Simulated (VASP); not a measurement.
Set up this calculation in VASP 6.6.1, as the native input.

- Task: single point
- Functional: r2SCAN
- Potentials or basis: VASP PAW PBE potentials, release 64 (Mo_sv)
- Cutoff: 520 eV
- k mesh: 12 × 12 × 11
- Occupations: fermi-dirac, width 0.1 eV
- Spin: no spin polarisation
- Dipole correction: no
- Further INCAR settings: ALGO = Normal; EDIFF = 1e-06; NBANDS = 13

Mo:

```xyz
1
Lattice="2.7536 0.0000 0.0000 -1.3768 2.3847 0.0000 0.0000 0.0000 2.5721" Properties=species:S:1:pos:R:3 pbc="T T T"
Mo    0.0000    0.0000    1.2861
```

One way to write it, as run:

POSCAR

```
Mo
1.0
    2.7536264882      0.0000000000      0.0000000000
   -1.3768132441      2.3847103380      0.0000000000
    0.0000000000      0.0000000000      2.5721032216
Mo
1
Direct
    0.0000000000      0.0000000000      0.5000000000
```

INCAR.step1

```
SYSTEM = Mo
  ALGO = Normal
  EDIFF = 1E-4
  ENCUT = 520
  GGA = PE
  ISMEAR = -1
  LASPH = .TRUE.
  LCHARG = .FALSE.
  LREAL = .FALSE.
  LWAVE = .TRUE.
  NBANDS = 13
  NELM = 80
  PREC = Accurate
  SIGMA = 0.1
```

INCAR.step2

```
SYSTEM = Mo
  ALGO = Normal
  EDIFF = 1E-6
  ENCUT = 520
  ISIF = 2
  ISMEAR = -1
  ISTART = 1
  LASPH = .TRUE.
  LCHARG = .TRUE.
  LELF = .TRUE.
  LMIXTAU = .TRUE.
  LREAL = .FALSE.
  LVHAR = .TRUE.
  LWAVE = .FALSE.
  METAGGA = R2SCAN
  NBANDS = 13
  NELM = 80
  PREC = Accurate
  SIGMA = 0.1
```

KPOINTS

```
k-points
0
G
  12 12 11
  0 0 0
```

Potentials or basis: VASP PAW PBE potentials, release 64 (Mo_sv).

Launch:

```bash
$ cat potpaw_PBE.64/Mo_sv/POTCAR > POTCAR
$ cp INCAR.step1 INCAR
$ mpirun -np 1 vasp_std > vasp.out
$ cp INCAR.step2 INCAR
$ mpirun -np 1 vasp_std > vasp.out
```

Results of the run:

The pressure is -3.3 GPa. The band gap on the k mesh is zero (band 7 reaches 12.18 eV, above the bottom of band 8 at 10.37 eV).

Caveat: the PAW data sets were made with another functional, which shifts forces and pressure a little.

It took 32 s on 1 thread of Intel(R) Xeon(R) 6975P-C (Granite Rapids) (shared host), peak memory 0.14 GiB.
